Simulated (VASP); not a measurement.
Write the native input for VASP 6.6.1 that does the following.

```
Task                   : single point
Functional             : PBEsol
Potentials or basis    : VASP PAW PBE potentials, release 64 (Na_pv)
Cutoff                 : 520 eV
k mesh                 : 13 × 13 × 13
Occupations            : methfessel-paxton, width 0.05 eV
Spin                   : no spin polarisation
Dipole correction      : no
Further INCAR settings : ALGO = Normal; EDIFF = 1e-06; NBANDS = 10
```

The structure of Na lies in POSCAR:

```
Na
1.0
   -2.0850376039      2.0850376039      2.0850376039
    2.0850376039     -2.0850376039      2.0850376039
    2.0850376039      2.0850376039     -2.0850376039
Na
1
Direct
    0.0000000000      0.0000000000      0.0000000000
```

These files were run (other wordings do the same):

INCAR

```
PREC = Accurate
ENCUT = 520
EDIFF = 1E-6
ISMEAR = 1
SIGMA = 0.05
LREAL = False
LASPH = True
NELM = 80
ALGO = Normal
ISIF = 2
LWAVE = False
LCHARG = False
GGA = PS
NBANDS = 10
```

KPOINTS

```
Automatic mesh
0
Gamma
  13 13 13
```

Potentials or basis: VASP PAW PBE potentials, release 64 (Na_pv).

Launch:

```sh
$ cat potpaw_PBE.64/Na_pv/POTCAR > POTCAR
$ mpirun -np 1 vasp_std > vasp.out
```

Results of the run:

* Pressure: 0.0 GPa

Caveat: the PAW data sets were made with another functional, which shifts forces and pressure a little.

Run time: 7.9 s on 1 thread of Intel(R) Xeon(R) Platinum 8559C (Emerald Rapids) (shared host), peak memory 0.15 GiB.
